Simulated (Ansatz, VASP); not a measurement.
# Two plane-wave programs on ScF

INCAR

```
PREC = Accurate ; ENCUT = 600
EDIFF = 1E-7 ; ISMEAR = 0
SIGMA = 0.2 ; LREAL = False
LASPH = True ; NELM = 120
ALGO = Normal ; ISIF = 3
LWAVE = False ; LCHARG = False
GGA = PE ; IBRION = 2
NSW = 36 ; EDIFFG = -0.08
GGA_COMPAT = False ; NELMIN = 4
```

KPOINTS

```
regular mesh
0
Gamma
  7 7 7
```

Contents of POSCAR:

```
ScF
1.0
    0.0000000000      2.2994121900      2.2994121900
    2.2994121900      0.0000000000      2.2994121900
    2.2994121900      2.2994121900      0.0000000000
Sc F
1 1
Direct
    0.0000000000      0.0000000000      0.0000000000
    0.5000000000      0.5000000000      0.5000000000
```

Input for Ansatz:

```yaml
crystal:
  lattice:
    - [0.0, 2.29941219, 2.29941219]
    - [2.29941219, 0.0, 2.29941219]
    - [2.29941219, 2.29941219, 0.0]
  atoms:
    - { symbol: Sc, position: [0.0, 0.0, 0.0] }
    - { symbol: F, position: [0.5, 0.5, 0.5] }
basis:
  ecutwfc: 420
kpoints:
  mp_grid: { grid: [7, 7, 7] }
hamiltonian:
  xc: pbe
scf:
  occupations: { method: gaussian, width: 0.2 }
  lower_state_search: "off"
output:
  forces: true
  stress: true
  eigenvalues: true
relax:
  adjacent_minimum: "off"
  f_tol: 0.08
  max_steps: 16
  cell: { stress_tol: 0.8 }
```

Change from the starting cell: species swapped into the LiF type (Fm-3m, No. 225).

Alike in both runs: task relaxation of cell and atoms; functional PBE; k mesh 7 × 7 × 7; occupations gaussian, width 0.2 eV; no spin polarisation.

|  | VASP | Ansatz |
| --- | --- | --- |
| version | VASP 6.6.1 | Ansatz 0.2.0 |
| potentials or method | VASP PAW PBE potentials, release 64 (Sc_sv, F), cutoff 600 eV | scalar-relativistic, plane waves, PAW |
| valence electrons in the cell | 18 | 18 |

|  | VASP | Ansatz | Ansatz less VASP |
| --- | --- | --- | --- |
| gap on the k mesh at the Fermi level, each at its own relaxed structure (eV) | none | none | - |
| relaxed volume (Å³/atom) | 14.20 | 14.08 | -0.121 |
| relaxed cell length with the largest relative difference (Å) | 3.425 | 3.415 | -0.0098 |

A gap of «none» marks a metal or a gap that the smearing closes.

Noted on VASP's run: the volume moved by over 15 % at a fixed basis, so the end points are rough.
